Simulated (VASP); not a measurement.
**Cs: single point with PBE**

Cs:

```
Cs
1.0
     8.83216    0.00000    0.00000
    -4.41608    7.64887    0.00000
     0.00000    0.00000    5.25286
Cs
3
Direct
  0.00000 0.00000 0.00000
  0.33333 0.66667 0.50000
  0.66667 0.33333 0.50000
```

This isn't the form of Cs at room conditions, which is bcc.

```
Program             : VASP 6.6.1
Task                : single point
Functional          : PBE
Potentials or basis : VASP PAW PBE potentials, release 64 (Cs_sv)
Cutoff              : 520 eV
k mesh              : 4 × 4 × 6
Occupations         : fermi-dirac, width 0.08 eV
Spin                : no spin polarisation
```

```
Pressure               : 0.0 GPa
Band gap on the k mesh : zero (an odd number of electrons rules out a gap without spin polarisation)
```

Levels at points of the mesh, in eV from the Fermi level:
| k point | band 9 | band 10 | band 11 | band 12 | band 13 | band 14 | band 15 | band 16 | band 17 | band 18 |
| --- | --- | --- | --- | --- | --- | --- | --- | --- | --- | --- |
| (0.00, 0.00, 0.00) | -10.65 | -10.62 | -10.62 | -10.59 | -1.65 | 0.69 | 0.85 | 0.85 | 0.86 | 0.86 |
| (0.50, 0.00, 0.00) | -10.66 | -10.63 | -10.63 | -10.59 | -0.84 | -0.84 | 0.02 | 0.80 | 1.49 | 1.63 |
| (0.00, 0.00, 0.50) | -10.66 | -10.66 | -10.63 | -10.63 | -0.19 | 0.05 | 0.77 | 0.77 | 0.94 | 0.94 |
| (0.50, 0.00, 0.50) | -10.68 | -10.66 | -10.63 | -10.62 | 0.18 | 0.19 | 0.68 | 0.76 | 0.77 | 1.10 |

Wall time 96 s on 1 thread of Oxide Virtual Turin-like Processor (shared host), peak memory 0.42 GiB.

Caveat: spin-orbit coupling is left out, which moves the levels of the heavy elements.
